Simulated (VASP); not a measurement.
Write the native input for VASP 6.6.1 that does the following.

```yaml
Task: single point
Functional: PBE
Potentials_or_basis: VASP PAW PBE potentials, release 64 (Pb_d, F)
Cutoff: 600 eV
k_mesh: 4 × 4 × 4
Occupations: gaussian, width 0.01 eV
Spin: no spin polarisation
Dipole_correction: no
Further_INCAR_settings: ALGO = Normal; EDIFF = 1e-06; NBANDS = 21
```

The structure of PbF2 lies in POSCAR:

```
PbF2
1.0
    0.0000000000      3.0002562187      3.0002562187
    3.0002562187      0.0000000000      3.0002562187
    3.0002562187      3.0002562187      0.0000000000
Pb F
1 2
Direct
    0.0000000000      0.0000000000      0.0000000000
    0.2500000000      0.2500000000      0.2500000000
    0.7500000000      0.7500000000      0.7500000000
```

These files were run (other wordings do the same):

INCAR

```
SYSTEM = PbF2
PREC     = Accurate       ! precision mode
ENCUT    = 600            ! plane-wave cutoff, eV
EDIFF    = 1E-6           ! SCF threshold, eV
ISMEAR   = 0              ! smearing method
SIGMA    = 0.01           ! smearing width, eV
LREAL    = .FALSE.        ! projectors in reciprocal space
LASPH    = .TRUE.         ! aspherical terms in the spheres
NELM     = 120            ! most SCF steps
ALGO     = Normal         ! electronic algorithm
ISIF     = 2              ! what is computed and relaxed
LWAVE    = .FALSE.        ! write WAVECAR
LCHARG   = .FALSE.        ! write CHGCAR
GGA      = PE             ! functional
NBANDS   = 21             ! bands
GGA_COMPAT= .FALSE.
```

KPOINTS

```
Automatic mesh
0
G
  4 4 4
  0 0 0
```

Potentials or basis: VASP PAW PBE potentials, release 64 (Pb_d, F).

Command:

```sh
$ cat potpaw_PBE.64/Pb_d/POTCAR potpaw_PBE.64/F/POTCAR > POTCAR
$ mpirun -np 1 vasp_std > vasp.out
```

Results of the run:

```
Pressure               : -0.2 GPa
Band gap on the k mesh : 4.42 eV (least direct gap 4.56 eV)
```

Caveat: the k points lie up to 0.45 Å⁻¹ apart; spin-orbit coupling is left out, which moves the levels of the heavy elements.

Wall time 13 s on 1 thread of Intel(R) Xeon(R) Platinum 8488C (Sapphire Rapids), on a shared host, peak memory 0.2 GiB.
